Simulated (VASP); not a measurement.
Here is a VASP 6.6.1 calculation.

File INCAR:

```
PREC = Accurate ; ENCUT = 500
EDIFF = 1E-6 ; ISMEAR = 0
SIGMA = 0.05 ; LREAL = F
LASPH = T ; NELM = 120
ALGO = Normal ; ISIF = 2
LWAVE = F ; LCHARG = F
GGA = CA ; NBANDS = 28
GGA_COMPAT = F
```

The input KPOINTS:

```
regular mesh
0
Gamma
  8 8 4
```

POSCAR

```
TiB4Mo
1.0
    3.0531438900      0.0000000000      0.0000000000
   -1.5265719400      2.6441001700      0.0000000000
    0.0000000000      0.0000000000      6.4505920000
Ti B Mo
1 4 1
Direct
    0.0000000000      0.0000000000      0.5000000000
    0.3333333300      0.6666666700      0.7438020000
    0.3333333300      0.6666666700      0.2561980000
    0.6666666700      0.3333333300      0.7438020000
    0.6666666700      0.3333333300      0.2561980000
    0.0000000000      0.0000000000      0.0000000000
```

Potentials or basis: VASP PAW LDA potentials, release 64 (Ti_sv, B, Mo_sv).

Command:

```console
$ cat potpaw_LDA.64/Ti_sv/POTCAR potpaw_LDA.64/B/POTCAR potpaw_LDA.64/Mo_sv/POTCAR > POTCAR
$ mpirun -np 1 vasp_std > vasp.out
```

Question: Predict the largest force.

Answer: 0.058 eV/Å.

Question: Estimate the pressure.

Answer: -12.3 GPa.

Question: Predict the band gap on the k mesh.

Answer: Zero (band 19 reaches 12.11 eV, above the bottom of band 20 at 10.46 eV).

Stress tensor (GPa, compression positive):
```
-12.18   0.00   0.00
  0.00 -12.18   0.00
  0.00   0.00 -12.42
```
